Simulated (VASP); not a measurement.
# BaZrO3 in VASP: further runs

BaZrO3 is run at these levels: PBE; tasks: single point.

Program: VASP 6.6.1. These are calculated values, not measurements. Logs are shortened: lines on timing, memory, paths and dates and some standing lists are left out, and cuts for length are marked.

## Step 1: The cell of the first run

It takes space group Pm-3m (No. 221, cubic). The conventional cell has a = 4.227 Å, b = 4.227 Å, c = 4.227 Å, α = 90.00°, β = 90.00°, γ = 90.00°. Ba (site symmetry m-3m) has 12 O at 2.99 Å and 8 Zr at 3.66 Å within 3.9 Å. Zr (site symmetry m-3m) has 6 O at 2.11 Å within 2.8 Å. O (site symmetry 4/mmm) has 2 Zr at 2.11 Å within 2.8 Å.

## Step 2: Single point, PBE

The input, INCAR:

```
PREC = Accurate
ENCUT = 520
EDIFF = 1E-7
ISMEAR = 0
SIGMA = 0.02
LREAL = F
LASPH = T
NELM = 60
ALGO = Normal
ISIF = 2
LWAVE = F
LCHARG = F
GGA = PE
NBANDS = 28
```

The input, KPOINTS:

```
regular mesh
0
Gamma
  6 6 6
```

The input, POSCAR:

```
BaZrO3
1.0
    4.2268118232      0.0000000000      0.0000000000
    0.0000000000      4.2268118232      0.0000000000
    0.0000000000      0.0000000000      4.2268118232
Ba Zr O
1 1 3
Direct
    0.0000000000      0.0000000000      0.0000000000
    0.5000000000      0.5000000000      0.5000000000
    0.5000000000      0.0000000000      0.5000000000
    0.5000000000      0.5000000000      0.0000000000
    0.0000000000      0.5000000000      0.5000000000
```

Potentials or basis: VASP PAW PBE potentials, release 64 (Ba_sv, Zr_sv, O).

On the command line:

```sh
cat potpaw_PBE.64/Ba_sv/POTCAR potpaw_PBE.64/Zr_sv/POTCAR potpaw_PBE.64/O/POTCAR > POTCAR
mpirun -np 1 vasp_std > vasp.out
```

OUTCAR:

```text
PREC = Accurate
   ENCUT = 520
   EDIFF = 1E-7
   ISMEAR = 0
   LREAL = F
   LASPH = T
   NELM = 60
   ISIF = 2
   GGA = PE

 ion  position               nearest neighbor table
   1  0.000  0.000  0.000-   3 2.99   4 2.99   5 2.99   3 2.99   5 2.99   4 2.99   5 2.99   5 2.99
                             3 2.99   4 2.99   3 2.99   4 2.99   2 3.66   2 3.66   2 3.66   2 3.66
   2  0.500  0.500  0.500-   3 2.11   4 2.11   5 2.11   4 2.11   3 2.11   5 2.11   1 3.66   1 3.66
                             1 3.66   1 3.66   1 3.66   1 3.66   1 3.66   1 3.66
   3  0.500  0.000  0.500-   2 2.11   2 2.11   1 2.99   1 2.99   1 2.99   1 2.99
   4  0.500  0.500  0.000-   2 2.11   2 2.11   1 2.99   1 2.99   1 2.99   1 2.99
   5  0.000  0.500  0.500-   2 2.11   2 2.11   1 2.99   1 2.99   1 2.99   1 2.99

  LATTYP: Found a simple cubic cell.
 ALAT       =     4.2268118232

  Lattice vectors:

 A1 = (   4.2268118232,   0.0000000000,   0.0000000000)
 A2 = (   0.0000000000,   4.2268118232,   0.0000000000)
 A3 = (   0.0000000000,   0.0000000000,   4.2268118232)

Analysis of symmetry for initial positions (statically):
=====================================================================
 Subroutine PRICEL returns:
 Original cell was already a primitive cell.

 Routine SETGRP: Setting up the symmetry group for a
 simple cubic supercell.

 Subroutine GETGRP returns: Found 48 space group operations
 (whereof 48 operations were pure point group operations)
 out of a pool of 48 trial point group operations.

The static configuration has the point symmetry O_h .

Analysis of symmetry for dynamics (positions and initial velocities):
=====================================================================
 Subroutine PRICEL returns:
 Original cell was already a primitive cell.

 Routine SETGRP: Setting up the symmetry group for a
 simple cubic supercell.

 Subroutine GETGRP returns: Found 48 space group operations
 (whereof 48 operations were pure point group operations)
 out of a pool of 48 trial point group operations.

The dynamic configuration has the point symmetry O_h .

 Subroutine INISYM returns: Found 48 space group operations
 (whereof 48 operations are pure point group operations),
 and found     1 'primitive' translations

----------------------------------------------------------------------------------------

                                     Primitive cell

  volume of cell :      75.5160

  direct lattice vectors                    reciprocal lattice vectors
     4.226811823  0.000000000  0.000000000     0.236584935  0.000000000  0.000000000
     0.000000000  4.226811823  0.000000000     0.000000000  0.236584935  0.000000000
     0.000000000  0.000000000  4.226811823     0.000000000  0.000000000  0.236584935

  length of vectors
     4.226811823  4.226811823  4.226811823     0.236584935  0.236584935  0.236584935

  position of ions in fractional coordinates (direct lattice)
     0.000000000  0.000000000  0.000000000
     0.500000000  0.500000000  0.500000000
     0.500000000  0.000000000  0.500000000
     0.500000000  0.500000000  0.000000000
     0.000000000  0.500000000  0.500000000

  ion indices of the primitive-cell ions
   primitive index   ion index
                 1           1
                 2           2
                 3           3
                 4           4
                 5           5

----------------------------------------------------------------------------------------

 KPOINTS: regular mesh

Automatic generation of k-mesh.
 Grid dimensions read from file:
 generate k-points for:    6    6    6

 Generating k-lattice:

  Cartesian coordinates                     Fractional coordinates (reciprocal lattice)
     0.039430822  0.000000000  0.000000000     0.166666667  0.000000000  0.000000000
     0.000000000  0.039430822  0.000000000     0.000000000  0.166666667  0.000000000
     0.000000000  0.000000000  0.039430822     0.000000000  0.000000000  0.166666667

  Length of vectors
     0.039430822  0.039430822  0.039430822

  Shift w.r.t. Gamma in fractional coordinates (k-lattice)
     0.000000000  0.000000000  0.000000000

 Subroutine IBZKPT returns following result:
 ===========================================

 Found     20 irreducible k-points:

 Following reciprocal coordinates:
            Coordinates               Weight
  0.000000  0.000000  0.000000      1.000000
  0.166667  0.000000  0.000000      6.000000
  0.333333  0.000000  0.000000      6.000000
  0.500000  0.000000  0.000000      3.000000
  0.166667  0.166667  0.000000     12.000000
  0.333333  0.166667  0.000000     24.000000
[... 12 lines left out ...]
  0.500000  0.500000  0.333333      6.000000
  0.500000  0.500000  0.500000      1.000000
   k-points           NKPTS =     20   k-points in BZ     NKDIM =     20   number of bands    NBANDS=     28
   number of dos      NEDOS =    301   number of ions     NIONS =      5
   total plane-waves  NPLWV =  32768
   dimension x,y,z NGX =    32 NGY =   32 NGZ =   32
   dimension x,y,z NGXF=    64 NGYF=   64 NGZF=   64
   ions per type =               1   1   3
   NGX,Y,Z   is equivalent  to a cutoff of  12.59, 12.59, 12.59 a.u.
   NGXF,Y,Z  is equivalent  to a cutoff of  25.17, 25.17, 25.17 a.u.
 SYSTEM =  unknown system
   PREC   = accura    normal or accurate (medium, high low for compatibility)
   ISTART =      0    job   : 0-new  1-cont  2-samecut
   ICHARG =      2    charge: 1-file 2-atom 10-const
   ISPIN  =      1    spin polarized calculation?
   LNONCOLLINEAR =      F non collinear calculations
   LSORBIT =      F    spin-orbit coupling
   LASPH  =      T    aspherical Exc in radial PAW
   ENCUT  =  520.0 eV  38.22 Ry    6.18 a.u.   7.86  7.86  7.86*2*pi/ulx,y,z
   NELM   =     60;   NELMIN=  2; NELMDL= -5     # of ELM steps
   EDIFF  = 0.1E-06   stopping-criterion for ELM
   LREAL  =      F    real-space projection
   EDIFFG = 0.1E-05   stopping-criterion for IOM
   NSW    =      0    number of steps for IOM
   IBRION =     -1    ionic relax: 0-MD 1-quasi-New 2-CG
   NFREE  =      0    steps in history (QN), initial steepest desc. (CG)
   ISIF   =      2    stress and relaxation
   ISYM   =      2    0-nonsym 1-usesym 2-fastsym
   POTIM  = 0.5000    time-step for ionic-motion
   TEBEG  =    0.0;   TEEND  =   0.0 temperature during run
   PSTRESS=    0.0 pullay stress
   NELECT =      40.0000    total number of electrons
   NUPDOWN=      -1.0000    fix difference up-down
   EMIN   =  10.00;   EMAX   =-10.00  energy-range for DOS
   EFERMI =   0.00;   METHOD = LEGACY
   ISMEAR =     0;   SIGMA  =   0.02  broadening in eV -4-tet -1-fermi 0-gaus
   EFERMI_NEDOS =   21; number of points for ismear=-14 and -15
   IALGO  =     38    algorithm
   IMIX   =      4    mixing-type and parameters
     AMIX     =   0.40;   BMIX     =  1.00
     AMIX_MAG =   1.60;   BMIX_MAG =  1.00
  volume/ion in A,a.u.               =      15.10       101.92
  Fermi-wavevector in a.u.,A,eV,Ry     =   1.324591  2.503115 23.871996  1.754542
  Thomas-Fermi vector in A             =   2.454115
   LORBIT       =      0    0 simple, 1 ext, 2 COOP (PROOUT), +10 PAW based schemes
   GGA     = PE    functional components
   LHFCALC =     F    Hartree Fock is set to
   AEXX    =    0.0000 exact exchange contribution
   IVDW    =     0    specifies the selected vdW correction
   LEPSILON=     F    determine dielectric tensor
   LRPA    =     F    only Hartree local field effects (RPA)
 non-spin polarized calculation
 Gauss-broadening in eV      SIGMA  =   0.02
  energy-cutoff  :      520.00
  volume of cell :       75.52
 maximum number of plane-waves:      2054
 NGX is ok and might be reduce to    32
   NGX = 15   NGY = 15   NGZ = 15

 number of electron      39.9999986 magnetization

 Free energy of the ion-electron system (eV)
  ---------------------------------------------------
  ext. energy  EPLUGINS =         0.00000000
  ---------------------------------------------------
  free energy    TOTEN  =       -41.72333340 eV

  energy without entropy =      -41.72333340  energy(sigma->0) =      -41.72333340

 E-fermi :   3.8057     XC(G=0): -10.6440

 val. band max:        3.6104638110   @ k =   0.5000   0.5000   0.5000
 cond. band min:       6.7437042393   @ k =   0.0000   0.0000   0.0000
 fundamental gap:      3.1332404283
 Fermi energy:         3.8057190367

 k-point     1 :       0.0000    0.0000    0.0000
  band No.  band energies     occupation
      1     -43.5665      2.00000
      2     -21.7836      2.00000
      3     -21.6940      2.00000
      4     -21.6940      2.00000
      5     -21.6940      2.00000
      6     -12.7169      2.00000
[... 20 lines left out ...]
     27      10.7929      0.00000
     28      10.7929      0.00000

 k-point     2 :       0.1667    0.0000    0.0000
  band No.  band energies     occupation
      1     -43.5658      2.00000
      2     -21.8664      2.00000
      3     -21.6925      2.00000
      4     -21.6925      2.00000
      5     -21.6542      2.00000
      6     -12.7167      2.00000
[... 20 lines left out ...]
     27      10.7934      0.00000
     28      11.6422      0.00000

 k-point     3 :       0.3333    0.0000    0.0000
  band No.  band energies     occupation
      1     -43.5644      2.00000
      2     -21.9897      2.00000
      3     -21.6895      2.00000
      4     -21.6895      2.00000
      5     -21.6129      2.00000
      6     -12.8054      2.00000
[... 20 lines left out ...]
     27      11.0977      0.00000
     28      11.1945      0.00000

 k-point     4 :       0.5000    0.0000    0.0000
  band No.  band energies     occupation
      1     -43.5636      2.00000
      2     -22.0450      2.00000
      3     -21.6880      2.00000
      4     -21.6880      2.00000
      5     -21.5967      2.00000
      6     -12.8581      2.00000
[... 20 lines left out ...]
     27      10.8192      0.00000
     28      11.9648      0.00000

 k-point     5 :       0.1667    0.1667    0.0000
  band No.  band energies     occupation
      1     -43.5651      2.00000
      2     -21.8834      2.00000
      3     -21.7494      2.00000
      4     -21.6910      2.00000
      5     -21.6238      2.00000
      6     -12.6667      2.00000
[... 20 lines left out ...]
     27      11.2223      0.00000
     28      11.5849      0.00000

 k-point     6 :       0.3333    0.1667    0.0000
  band No.  band energies     occupation
      1     -43.5636      2.00000
      2     -21.9679      2.00000
      3     -21.7575      2.00000
      4     -21.6881      2.00000
      5     -21.6142      2.00000
      6     -12.6989      2.00000
[... 339 lines left out ...]
      5     -21.6613      2.00000
      6     -11.9815      2.00000
[... 20 lines left out ...]
     27      11.7600      0.00000
     28      11.7600      0.00000

 k-point    18 :       0.5000    0.3333    0.3333
  band No.  band energies     occupation
      1     -43.5594      2.00000
      2     -21.9158      2.00000
      3     -21.8506      2.00000
      4     -21.8490      2.00000
      5     -21.6738      2.00000
      6     -11.9242      2.00000
[... 20 lines left out ...]
     27      11.7192      0.00000
     28      12.3896      0.00000

 k-point    19 :       0.5000    0.5000    0.3333
  band No.  band energies     occupation
      1     -43.5586      2.00000
      2     -21.9025      2.00000
      3     -21.9025      2.00000
      4     -21.8479      2.00000
      5     -21.6775      2.00000
      6     -11.8335      2.00000
[... 20 lines left out ...]
     27      11.9737      0.00000
     28      12.7050      0.00000

 k-point    20 :       0.5000    0.5000    0.5000
  band No.  band energies     occupation
      1     -43.5579      2.00000
      2     -21.9004      2.00000
      3     -21.9004      2.00000
      4     -21.9004      2.00000
      5     -21.6695      2.00000
      6     -11.5746      2.00000
[... 20 lines left out ...]
     27      12.5890      0.00000
     28      12.5890      0.00000

------------------------ aborting loop because EDIFF is reached ----------------------------------------

  FORCE on cell =-STRESS in cart. coord.  units (eV):
  Direction    XX          YY          ZZ          XY          YZ          ZX
  --------------------------------------------------------------------------------------
  -------------------------------------------------------------------------------------
  Total        0.4644240      0.4644240      0.4644240      0.0000000     -0.0000000      0.0000000
  in kB        9.8534088      9.8534088      9.8534088      0.0000000     -0.0000000      0.0000000
  external PRESSURE =       9.8534088 kB  Pullay stress =       0.0000000 kB

 VOLUME and BASIS-vectors are now :
 -----------------------------------------------------------------------------
  energy-cutoff  :      520.00
  volume of cell :       75.52
      direct lattice vectors                 reciprocal lattice vectors
     4.226811823  0.000000000  0.000000000     0.236584935  0.000000000  0.000000000
     0.000000000  4.226811823  0.000000000     0.000000000  0.236584935  0.000000000
     0.000000000  0.000000000  4.226811823     0.000000000  0.000000000  0.236584935

 POSITION                                       TOTAL-FORCE (eV/Angst)
 -----------------------------------------------------------------------------------
      0.00000      0.00000      0.00000         0.000000      0.000000      0.000000
      2.11341      2.11341      2.11341         0.000000      0.000000      0.000000
      2.11341      0.00000      2.11341         0.000000      0.000000      0.000000
      2.11341      2.11341      0.00000         0.000000      0.000000      0.000000
      0.00000      2.11341      2.11341         0.000000      0.000000      0.000000
 -----------------------------------------------------------------------------------
    total drift:                                0.000000     -0.000000     -0.000000

  FREE ENERGIE OF THE ION-ELECTRON SYSTEM (eV)
  ---------------------------------------------------
  free  energy   TOTEN  =       -41.7233333952 eV

  energy  without entropy=      -41.7233333952  energy(sigma->0) =      -41.72333340
```

Run time: 27 s. Hardware: 1 thread of AMD EPYC 9R45 (Zen 5), shared host; peak memory 0.17 GiB.

Results:

```
Free energy            : -41.7233 eV
Pressure               : 1.0 GPa
Band gap on the k mesh : 3.13 eV, indirect (least direct gap 3.38 eV)
```

Caveat: spin-orbit coupling is left out, which moves the levels of the heavy elements.

## Step 3: Single point, PBE (biaxial strain in the a-b plane: -3.0 %, then relaxed in part)

The input, INCAR:

```
ALGO = Normal
EDIFF = 1E-6
ENCUT = 520
GGA = PE
ISIF = 2
ISMEAR = 0
LASPH = T
LCHARG = F
LREAL = F
LWAVE = F
NBANDS = 28
NELM = 80
PREC = Accurate
SIGMA = 0.02
```

The input, KPOINTS:

```
k-points
0
Gamma
  6 6 6
```

Edit POSCAR of step 2 so:

```diff
@@ -2,5 +2,5 @@
 1.0
-    4.2268118232      0.0000000000      0.0000000000
-    0.0000000000      4.2268118232      0.0000000000
-    0.0000000000      0.0000000000      4.2268118232
+    4.1000074685      0.0000000000      0.0000000000
+    0.0000000000      4.1000074685      0.0000000000
+    0.0000000000      0.0000000000      4.3035660914
 Ba Zr O
```

Potentials or basis: VASP PAW PBE potentials, release 64 (Ba_sv, Zr_sv, O).

On the command line:

```sh
cat potpaw_PBE.64/Ba_sv/POTCAR potpaw_PBE.64/Zr_sv/POTCAR potpaw_PBE.64/O/POTCAR > POTCAR
mpirun -np 1 vasp_std > vasp.out
```

Run time: 41 s. Hardware: 1 thread of AMD EPYC 9R45 (Zen 5), shared host; peak memory 0.2 GiB.

Results (log left out):

```yaml
Free_energy: -41.5430 eV
Pressure: 8.9 GPa
Band_gap_on_the_k_mesh: 3.11 eV, indirect (least direct gap 3.32 eV)
```

Stress tensor (GPa, compression positive):
```
12.85  0.00  0.00
 0.00 12.85  0.00
 0.00  0.00  0.97
```

Levels at points of the mesh, in eV from the valence-band top:
```csv
k point,band 16,band 17,band 18,band 19,band 20,band 21,band 22,band 23,band 24,band 25
"(0.00, 0.00, 0.00)",-0.97,-0.97,-0.33,-0.21,-0.21,3.11,3.11,3.32,4.42,4.82
"(0.50, 0.00, 0.00)",-1.87,-1.85,-1.75,-0.55,-0.44,3.62,5.95,6.00,6.57,6.87
"(0.50, 0.50, 0.00)",-2.72,-0.92,-0.77,-0.77,-0.06,5.88,5.88,6.40,6.86,8.04
"(0.00, 0.00, 0.50)",-1.79,-1.49,-1.49,-0.43,-0.43,3.70,5.41,5.41,6.05,6.58
"(0.50, 0.00, 0.50)",-2.29,-1.10,-1.09,-0.71,-0.20,5.42,5.94,6.38,6.58,7.64
"(0.50, 0.50, 0.50)",-2.50,-2.50,-0.07,-0.07,0.00,5.88,5.88,6.18,7.00,7.00
```

Caveat: the cell differs from its parent crystal (biaxial strain in the a-b plane: -3.0 %, then relaxed in part); spin-orbit coupling is left out, which moves the levels of the heavy elements. A k mesh can miss the band edges.
